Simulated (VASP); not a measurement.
# KF (CsCl type) (Pm-3m) in VASP: a series of runs

Runs on KF (CsCl type). Level: PBE. Tasks: single point.

Program: VASP 6.6.1. These are calculated values, not measurements. Logs are shortened: lines on timing, memory, paths and dates and some standing lists are left out, and cuts for length are marked.

### 1 The cell of the first run

The structure is cubic, space group Pm-3m (No. 221). The conventional cell has a = 2.866 Å, b = 2.866 Å, c = 2.866 Å, α = 90.00°, β = 90.00°, γ = 90.00°. Within 3.3 Å of K (site symmetry m-3m) lie 8 F at 2.48 Å and 6 K at 2.87 Å. F (site symmetry m-3m) has 8 K at 2.48 Å and 6 F at 2.87 Å within 3.3 Å.

### 2 Single point, PBE (volume scaled by 0.68)

INCAR reads:

```
SYSTEM = KF
PREC = Accurate ; ENCUT = 520
EDIFF = 1E-6 ; ISMEAR = -1
SIGMA = 0.05 ; LREAL = .FALSE.
LASPH = .TRUE. ; NELM = 100
ALGO = Normal ; ISIF = 2
LWAVE = .FALSE. ; LCHARG = .FALSE.
GGA = PE ; NBANDS = 15
```

KPOINTS reads:

```
Automatic mesh
0
G
  14 14 14
  0 0 0
```

POSCAR reads:

```
KF
1.0
    2.8655625327      0.0000000000      0.0000000000
    0.0000000000      2.8655625327      0.0000000000
    0.0000000000      0.0000000000      2.8655625327
K F
1 1
Direct
    0.0000000000      0.0000000000      0.0000000000
    0.5000000000      0.5000000000      0.5000000000
```

Potentials or basis: VASP PAW PBE potentials, release 64 (K_sv, F).

The run is started by

```sh
$ cat potpaw_PBE.64/K_sv/POTCAR potpaw_PBE.64/F/POTCAR > POTCAR
$ mpirun -np 1 vasp_std > vasp.out
```

OUTCAR:

```text
SYSTEM = KF
   PREC = Accurate
   ENCUT = 520
   EDIFF = 1E-6
   ISMEAR = -1
   LREAL = .FALSE.
   LASPH = .TRUE.
   NELM = 100
   ISIF = 2
   GGA = PE

 ion  position               nearest neighbor table
   1  0.000  0.000  0.000-   2 2.48   2 2.48   2 2.48   2 2.48   2 2.48   2 2.48   2 2.48   2 2.48

   2  0.500  0.500  0.500-   1 2.48   1 2.48   1 2.48   1 2.48   1 2.48   1 2.48   1 2.48   1 2.48

  LATTYP: Found a simple cubic cell.
 ALAT       =     2.8655625327

  Lattice vectors:

 A1 = (   2.8655625327,   0.0000000000,   0.0000000000)
 A2 = (   0.0000000000,   2.8655625327,   0.0000000000)
 A3 = (   0.0000000000,   0.0000000000,   2.8655625327)

Analysis of symmetry for initial positions (statically):
=====================================================================
 Subroutine PRICEL returns:
 Original cell was already a primitive cell.

 Routine SETGRP: Setting up the symmetry group for a
 simple cubic supercell.

 Subroutine GETGRP returns: Found 48 space group operations
 (whereof 48 operations were pure point group operations)
 out of a pool of 48 trial point group operations.

The static configuration has the point symmetry O_h .

Analysis of symmetry for dynamics (positions and initial velocities):
=====================================================================
 Subroutine PRICEL returns:
 Original cell was already a primitive cell.

 Routine SETGRP: Setting up the symmetry group for a
 simple cubic supercell.

 Subroutine GETGRP returns: Found 48 space group operations
 (whereof 48 operations were pure point group operations)
 out of a pool of 48 trial point group operations.

The dynamic configuration has the point symmetry O_h .

 Subroutine INISYM returns: Found 48 space group operations
 (whereof 48 operations are pure point group operations),
 and found     1 'primitive' translations

----------------------------------------------------------------------------------------

                                     Primitive cell

  volume of cell :      23.5304

  direct lattice vectors                    reciprocal lattice vectors
     2.865562533  0.000000000  0.000000000     0.348971620  0.000000000  0.000000000
     0.000000000  2.865562533  0.000000000     0.000000000  0.348971620  0.000000000
     0.000000000  0.000000000  2.865562533     0.000000000  0.000000000  0.348971620

  length of vectors
     2.865562533  2.865562533  2.865562533     0.348971620  0.348971620  0.348971620

[... 85 lines left out ...]
   NFREE  =      0    steps in history (QN), initial steepest desc. (CG)
   ISIF   =      2    stress and relaxation
   ISYM   =      2    0-nonsym 1-usesym 2-fastsym
   POTIM  = 0.5000    time-step for ionic-motion
   TEBEG  =    0.0;   TEEND  =   0.0 temperature during run
   PSTRESS=    0.0 pullay stress
   NELECT =      16.0000    total number of electrons
   NUPDOWN=      -1.0000    fix difference up-down
   EMIN   =  10.00;   EMAX   =-10.00  energy-range for DOS
   EFERMI =   0.00;   METHOD = LEGACY
   ISMEAR =    -1;   SIGMA  =   0.05  broadening in eV -4-tet -1-fermi 0-gaus
   EFERMI_NEDOS =   21; number of points for ismear=-14 and -15
   IALGO  =     38    algorithm
   IMIX   =      4    mixing-type and parameters
     AMIX     =   0.40;   BMIX     =  1.00
     AMIX_MAG =   1.60;   BMIX_MAG =  1.00
  volume/ion in A,a.u.               =      11.77        79.40
  Fermi-wavevector in a.u.,A,eV,Ry     =   1.439588  2.720427 28.196906  2.072414
  Thomas-Fermi vector in A             =   2.558427
   LORBIT       =      0    0 simple, 1 ext, 2 COOP (PROOUT), +10 PAW based schemes
   GGA     = PE    functional components
   LHFCALC =     F    Hartree Fock is set to
   AEXX    =    0.0000 exact exchange contribution
   IVDW    =     0    specifies the selected vdW correction
   LEPSILON=     F    determine dielectric tensor
   LRPA    =     F    only Hartree local field effects (RPA)
 non-spin polarized calculation
  energy-cutoff  :      520.00
  volume of cell :       23.53
 maximum number of plane-waves:       655
 NGX is ok and might be reduce to    24
   NGX = 11   NGY = 11   NGZ = 11

 number of electron      15.9999999 magnetization

 Free energy of the ion-electron system (eV)
  ---------------------------------------------------
  ext. energy  EPLUGINS =         0.00000000
  ---------------------------------------------------
  free energy    TOTEN  =        -7.28302865 eV

  energy without entropy =       -7.28302865  energy(sigma->0) =       -7.28302865

 E-fermi :   0.7969     XC(G=0): -11.0570

 val. band max:       -0.3251829453   @ k =   0.0000   0.0000   0.0000
 cond. band min:       8.0832296225   @ k =   0.0000   0.0000   0.0000
 fundamental gap:      8.4084125677
 Fermi energy:         0.7968807777

 k-point     1 :       0.0000    0.0000    0.0000
  band No.  band energies     occupation
      1     -26.9851      2.00000
      2     -19.6478      2.00000
      3      -9.1772      2.00000
      4      -9.1772      2.00000
      5      -9.1772      2.00000
      6      -0.3252      2.00000
      7      -0.3252      2.00000
      8      -0.3252      2.00000
      9       8.0832      0.00000
     10       8.0832      0.00000
     11       9.4154      0.00000
     12      15.9384      0.00000
     13      15.9384      0.00000
     14      15.9384      0.00000
[... 401 lines left out ...]
      2     -19.9141      2.00000
      3     -10.4997      2.00000
      4      -9.7371      2.00000
      5      -8.7771      2.00000
      6      -1.6154      2.00000
      7      -0.8050      2.00000
      8      -0.6335      2.00000
      9       9.8678      0.00000
     10      11.3671      0.00000
     11      12.4929      0.00000
     12      13.9674      0.00000
     13      14.9745      0.00000
     14      15.6781      0.00000
     15      21.4627      0.00000

 [... further k-points ...]
[... 5 lines left out ...]
  --------------------------------------------------------------------------------------
  -------------------------------------------------------------------------------------
  Total        4.9176540      4.9176540      4.9176540     -0.0000000      0.0000000      0.0000000
  in kB      334.8411936    334.8411936    334.8411936     -0.0000000      0.0000000      0.0000000
  external PRESSURE =     334.8411936 kB  Pullay stress =       0.0000000 kB

 VOLUME and BASIS-vectors are now :
 -----------------------------------------------------------------------------
  energy-cutoff  :      520.00
  volume of cell :       23.53
      direct lattice vectors                 reciprocal lattice vectors
     2.865562533  0.000000000  0.000000000     0.348971620  0.000000000  0.000000000
     0.000000000  2.865562533  0.000000000     0.000000000  0.348971620  0.000000000
     0.000000000  0.000000000  2.865562533     0.000000000  0.000000000  0.348971620

 POSITION                                       TOTAL-FORCE (eV/Angst)
 -----------------------------------------------------------------------------------
      0.00000      0.00000      0.00000         0.000000      0.000000      0.000000
      1.43278      1.43278      1.43278         0.000000      0.000000      0.000000
 -----------------------------------------------------------------------------------
    total drift:                                0.000000      0.000000     -0.000000

  FREE ENERGIE OF THE ION-ELECTRON SYSTEM (eV)
  ---------------------------------------------------
  free  energy   TOTEN  =        -7.2830286465 eV

  energy  without entropy=       -7.2830286465  energy(sigma->0) =       -7.28302865
```

OSZICAR:

```text
N       E                     dE             d eps       ncg     rms          rms(c)
DAV:   1     0.114627831224E+03    0.11463E+03   -0.89158E+03  3608   0.112E+03
DAV:   2    -0.479429444612E+01   -0.11942E+03   -0.11013E+03  4730   0.306E+02
DAV:   3    -0.838202402314E+01   -0.35877E+01   -0.35750E+01  4252   0.478E+01
DAV:   4    -0.845689975938E+01   -0.74876E-01   -0.74856E-01  4845   0.706E+00
DAV:   5    -0.845967967106E+01   -0.27799E-02   -0.27799E-02  4856   0.107E+00    0.768E+00
DAV:   6    -0.731876917802E+01    0.11409E+01   -0.23803E+00  3852   0.179E+01    0.699E+00
DAV:   7    -0.729552280173E+01    0.23246E-01   -0.92235E-02  4657   0.270E+00    0.394E+00
DAV:   8    -0.728284163925E+01    0.12681E-01   -0.30897E-02  4706   0.187E+00    0.346E-01
DAV:   9    -0.728301432709E+01   -0.17269E-03   -0.30062E-03  4694   0.574E-01    0.125E-01
DAV:  10    -0.728301736415E+01   -0.30371E-05   -0.25300E-04  4553   0.206E-01    0.647E-02
DAV:  11    -0.728303940994E+01   -0.22046E-04   -0.34762E-05  4191   0.780E-02    0.243E-02
DAV:  12    -0.728302855927E+01    0.10851E-04   -0.20537E-05  4260   0.547E-02    0.182E-03
DAV:  13    -0.728302864650E+01   -0.87221E-07   -0.12352E-06  3712   0.111E-02
   1 F= -.72830286E+01 E0= -.72830286E+01  d E =-.827332E-11
```

Run time: 21 s. Hardware: 1 thread of AMD EPYC 9R45 (Zen 5), shared host; peak memory 0.13 GiB.

What came out:

* Free energy: -7.2830 eV
* Pressure: 33.5 GPa
* Band gap on the k mesh: 8.41 eV, direct

Caveat: the cell differs from its parent crystal (volume scaled by 0.68).

### 3 Single point, PBE (volume scaled by 0.78)

INCAR is that of step 2.

KPOINTS reads:

```
regular mesh
0
G
  14 14 14
  0 0 0
```

POSCAR reads:

```
KF
1.0
    2.9996583071      0.0000000000      0.0000000000
    0.0000000000      2.9996583071      0.0000000000
    0.0000000000      0.0000000000      2.9996583071
K F
1 1
Direct
    0.0000000000      0.0000000000      0.0000000000
    0.5000000000      0.5000000000      0.5000000000
```

Potentials or basis: VASP PAW PBE potentials, release 64 (K_sv, F).

The run is started by

```sh
$ cat potpaw_PBE.64/K_sv/POTCAR potpaw_PBE.64/F/POTCAR > POTCAR
$ mpirun -np 1 vasp_std > vasp.out
```

Run time: 27 s. Hardware: 1 thread of AMD EPYC 9R45 (Zen 5), shared host; peak memory 0.14 GiB.

Results (log left out):

```yaml
Free_energy: -7.7953 eV
Pressure: 15.4 GPa
Band_gap_on_the_k_mesh: 8.30 eV, direct
```

Levels at points of the mesh, in eV from the valence-band top:
```csv
k point,band 4,band 5,band 6,band 7,band 8,band 9,band 10,band 11,band 12,band 13
"(0.00, 0.00, 0.00)",-9.21,-9.21,0.00,0.00,0.00,8.30,8.48,8.48,15.40,15.40
"(0.50, 0.00, 0.00)",-8.97,-8.97,-1.63,-0.29,-0.29,9.73,11.07,13.64,13.77,13.77
"(0.50, 0.50, 0.00)",-10.65,-8.81,-0.64,-0.64,-0.03,9.12,9.83,12.86,12.86,17.41
"(0.50, 0.50, 0.50)",-10.20,-10.20,-1.59,-1.59,-1.59,11.65,11.65,11.65,17.68,17.68
```

Caveat: the cell differs from its parent crystal (volume scaled by 0.78). A k mesh can miss the band edges.

### 4 Single point, PBE

This run uses another cell than the first one, of 17.30 Å³/atom, 1.471 times its volume.

INCAR reads:

```
PREC = Accurate
ENCUT = 520
EDIFF = 1E-6
ISMEAR = -1
SIGMA = 0.05
LREAL = F
LASPH = T
NELM = 80
ALGO = Normal
ISIF = 2
LWAVE = F
LCHARG = F
GGA = PE
NBANDS = 15
```

KPOINTS reads:

```
Automatic mesh
0
Gamma
  14 14 14
```

POSCAR reads:

```
KF
1.0
    3.2586690256      0.0000000000      0.0000000000
    0.0000000000      3.2586690256      0.0000000000
    0.0000000000      0.0000000000      3.2586690256
K F
1 1
Direct
    0.0000000000      0.0000000000      0.0000000000
    0.5000000000      0.5000000000      0.5000000000
```

The run is started by

```sh
$ cat potpaw_PBE.64/K_sv/POTCAR potpaw_PBE.64/F/POTCAR > POTCAR
$ mpirun -np 1 vasp_std > vasp.out
```

It took 28 s on 1 thread of AMD EPYC 9R45 (Zen 5), shared host; peak memory 0.15 GiB.

Results (log left out):

```
Free energy            : -8.0936 eV
Pressure               : 0.0 GPa
Band gap on the k mesh : 6.26 eV, indirect (least direct gap 6.31 eV)
```

Levels at points of the mesh, in eV from the valence-band top:
| k point | band 6 | band 7 | band 8 | band 9 | band 10 | band 11 |
| --- | --- | --- | --- | --- | --- | --- |
| (0.00, 0.00, 0.00) | -0.05 | -0.05 | -0.05 | 6.26 | 8.29 | 8.29 |
| (0.50, 0.00, 0.00) | -1.22 | -0.16 | -0.16 | 9.28 | 9.35 | 10.87 |
| (0.50, 0.50, 0.00) | -0.62 | -0.62 | 0.00 | 8.46 | 8.97 | 11.86 |
| (0.50, 0.50, 0.50) | -1.03 | -1.03 | -1.03 | 10.43 | 10.43 | 10.43 |

A k mesh can miss the band edges. As with any semilocal functional, this PBE gap is likely too small.

### 5 Overview

```tsv
cell	gap on the mesh (eV)	pressure (GPa)
a = 2.866 Å, 2 atoms	8.41	33.5
a = 3.000 Å, 2 atoms	8.30	15.4
a = 3.259 Å, 2 atoms	6.26	0.0
```

Alike in all rows: task single point; level PBE; potentials or basis VASP PAW PBE potentials, release 64 (K_sv, F); no spin polarisation; k mesh 14 × 14 × 14; cutoff (eV) 520; smearing fermi-dirac 0.05 eV.

Total energies depend on the potentials used, so only differences within one code and one set of settings carry meaning.
